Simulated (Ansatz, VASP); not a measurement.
Given: the input of a run of VASP 6.6.1 on MnS.

INCAR

```
  PREC = Accurate
  ENCUT = 520
  EDIFF = 1E-6
  ISMEAR = -1
  SIGMA = 0.05
  LREAL = F
  LASPH = T
  NELM = 150
  ALGO = Normal
  ISIF = 2
  LWAVE = F
  LCHARG = F
  ISPIN = 2
  MAGMOM = 4 0
  LORBIT = 11
  LMAXMIX = 4
  GGA = PS
  NBANDS = 20
```

File KPOINTS:

```
Automatic mesh
0
Gamma
  9 9 9
```

File POSCAR:

```
MnS
1.0
    0.0000000000      2.5513320201      2.5513320201
    2.5513320201      0.0000000000      2.5513320201
    2.5513320201      2.5513320201      0.0000000000
Mn S
1 1
Direct
    0.0000000000      0.0000000000      0.0000000000
    0.5000000000      0.5000000000      0.5000000000
```

Potentials or basis: VASP PAW PBE potentials, release 64 (Mn_pv, S).

Command:

```sh
$ cat potpaw_PBE.64/Mn_pv/POTCAR potpaw_PBE.64/S/POTCAR > POTCAR
$ mpirun -np 1 vasp_std > vasp.out
```

Set up the same calculation for Ansatz 0.2.0. Potentials there: all-electron LAPW, scalar-relativistic.

As run (the cutoff follows the program's own potentials):

Contents of input.yaml:

```yaml
crystal:
  lattice:
    - [0.0, 2.5513320201, 2.5513320201]
    - [2.5513320201, 0.0, 2.5513320201]
    - [2.5513320201, 2.5513320201, 0.0]
  atoms:
    - { symbol: Mn, position: [0.0, 0.0, 0.0], spin: 4.0 }
    - { symbol: S, position: [0.5, 0.5, 0.5] }
kpoints:
  mp_grid: { grid: [9, 9, 9] }
scf:
  occupations: { method: fermi_dirac, width: 0.05 }
hamiltonian:
  xc: pbesol
  pseudopotentials: { kind: all_electron, lapw: { basis_error: 0.0005 } }
magnetization:
  spin_polarized: true
output:
  forces: true
  stress: true
  eigenvalues: true
```

Potentials or basis: all-electron LAPW, scalar-relativistic.

Command:

```sh
$ ansatz run input.yaml --threads 2 --pin off --max-ram 6144MiB --backend cpu --events-out ev --progress --plain --runs-dir out
```

Both were run:

|  | VASP | Ansatz | Ansatz less VASP |
| --- | --- | --- | --- |
| gap on the k mesh at the Fermi level (eV) | none | none | - |
| pressure (GPa) | -4.7 | -4.8 | -0.10 |
| net moment per atom (μB) | 2.25 | 2.25 | -0.001 |
| size of the moment on the site where the two differ most (μB) | 4.09 | 4.25 | +0.152 |

VASP's potentials were made for PBE, not for PBEsol. Site moments also hang on the region over which each program counts them. A gap of «none» marks a metal or a gap that the smearing closes. Ansatz ran all-electron here, and VASP with PAW potentials.
